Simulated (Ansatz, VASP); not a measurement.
**Re: VASP beside Ansatz**

```
Re
1.0
     2.57687    0.00000    0.00000
    -1.28844    2.23164    0.00000
     0.00000    0.00000    4.16200
Re
2
Direct
  0.33333 0.66667 0.25000
  0.66667 0.33333 0.75000
```

Change from the starting cell: equal xx and yy strain of -1 %, crystal datasets.

Alike in both runs: task electric field gradients; functional LDA; k mesh 14 × 14 × 8; occupations fermi-dirac, width 0.05 eV; no spin polarisation.

```csv
,VASP,Ansatz
version,VASP 6.6.1,Ansatz 0.2.0
potentials or method,"VASP PAW LDA potentials, release 64 (Re), cutoff 520 eV","all-electron PAW with datasets made for the crystal, scalar-relativistic"
```

|  | VASP | Ansatz | Ansatz less VASP |
| --- | --- | --- | --- |
| pressure (GPa) | 113.4 | 107.0 | -6.35 |
| traceless stress, the component that is largest in VASP (GPa) | -0.89 | -0.81 | +0.087 |
| size of Vzz on the site where it differs most (V/Å²) | 81.0 | 66.1 | -14.90 |

LDA's correlation is that of Perdew and Zunger in VASP and of Perdew and Wang (1992) in Ansatz. Both programs put the cell under a high pressure, so it lies far from rest at this level. Ansatz ran all-electron here, and VASP with PAW potentials.

Neither program's run includes spin-orbit coupling. Noted on VASP's run: the cell as given lies far from equilibrium.
